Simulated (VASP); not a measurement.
Input of a VASP 6.6.1 run:

File POSCAR:

```
GaN
1.0
    2.9674563568      0.0000000000      0.0000000000
   -1.4837281784      2.5698925896      0.0000000000
    0.0000000000      0.0000000000      5.0327427812
Ga N
2 2
Direct
    0.0000000000      0.0000000000      0.0000000000
    0.0000000000      0.0000000000      0.5000000000
    0.3333333333      0.6666666667      0.2500000000
    0.6666666667      0.3333333333      0.7500000000
```

File INCAR.step1:

```
PREC = Accurate
ENCUT = 520
ISMEAR = -1
SIGMA = 0.08
LREAL = False
LASPH = True
NELM = 80
NBANDS = 26
GGA = PE
ALGO = Normal
EDIFF = 1E-4
LWAVE = True
LCHARG = False
```

File INCAR.step2:

```
PREC = Accurate
ENCUT = 520
EDIFF = 1E-8
ISMEAR = -1
SIGMA = 0.08
LREAL = False
LASPH = True
NELM = 80
ALGO = Normal
ISIF = 2
LWAVE = False
LCHARG = False
METAGGA = R2SCAN
LMIXTAU = True
LEFG = True
NBANDS = 26
ISTART = 1
```

KPOINTS

```
Automatic mesh
0
Gamma
  12 12 7
```

Potentials or basis: VASP PAW PBE potentials, release 64 (Ga_d, N).

The run is started by

```sh
$ cat potpaw_PBE.64/Ga_d/POTCAR potpaw_PBE.64/N/POTCAR > POTCAR
$ cp INCAR.step1 INCAR
$ mpirun -np 1 vasp_std > vasp.out
$ cp INCAR.step2 INCAR
$ mpirun -np 1 vasp_std > vasp.out
```

Task: What does it give for the band gap on the k mesh?

Result: 1.88 eV (least direct gap 2.27 eV).

Task: Estimate the pressure.

Result: 1.1 GPa.

Stress tensor (GPa, compression positive):
```
1.10 0.00 0.00
0.00 1.10 0.00
0.00 0.00 1.23
```

Caveat: without QUAD_EFG the Cq values of the log hold for a quadrupole moment of 1 mb, not for the nuclei; the PAW data sets were made with another functional, which shifts forces and pressure a little. A k mesh can miss the band edges.
